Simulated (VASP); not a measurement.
A run of VASP 6.6.1 is set up as follows.

INCAR

```
PREC     = Accurate       # precision mode
ENCUT    = 600            # plane-wave cutoff, eV
EDIFF    = 1E-6           # SCF threshold, eV
ISMEAR   = 0              # smearing method
SIGMA    = 0.3            # smearing width, eV
LREAL    = F              # projectors in reciprocal space
LASPH    = T              # aspherical terms in the spheres
NELM     = 80             # most SCF steps
ALGO     = Normal         # electronic algorithm
ISIF     = 3              # what is computed and relaxed
LWAVE    = F              # write WAVECAR
LCHARG   = F              # write CHGCAR
GGA      = PE             # functional
IBRION   = 2              # ionic algorithm
NSW      = 100            # ionic steps
EDIFFG   = -0.002         # ionic threshold
PSTRESS  = 450.0
```

File KPOINTS:

```
Automatic mesh
0
Gamma
  20 20 20
```

Contents of POSCAR:

```
Mo
1.0
   -1.5126662633      1.5126662633      1.5126662633
    1.5126662633     -1.5126662633      1.5126662633
    1.5126662633      1.5126662633     -1.5126662633
Mo
1
Direct
    0.0000000000      0.0000000000      0.0000000000
```

Potentials or basis: VASP PAW PBE potentials, release 64 (Mo_sv).

Launch:

```sh
$ cat potpaw_PBE.64/Mo_sv/POTCAR > POTCAR
$ mpirun -np 1 vasp_std > vasp.out
```

Estimate the band gap on the k mesh.

zero (bands 7 and 8 overlap by 6.33 eV).

Estimate the space group after relaxing (to 0.1 Å).

Im-3m (No. 229).

Predict the relaxed volume.

13.86 Å³/atom.

Final structure:
```
CELL_PARAMETERS angstrom
-1.51338 1.51338 1.51338
1.51338 -1.51338 1.51338
1.51338 1.51338 -1.51338
ATOMIC_POSITIONS crystal
Mo 0.00000 0.00000 0.00000
```

Caveat: the cell is relaxed towards a set pressure, so the run minimises the enthalpy, not the energy; so wide a smearing shifts energies and pressures.
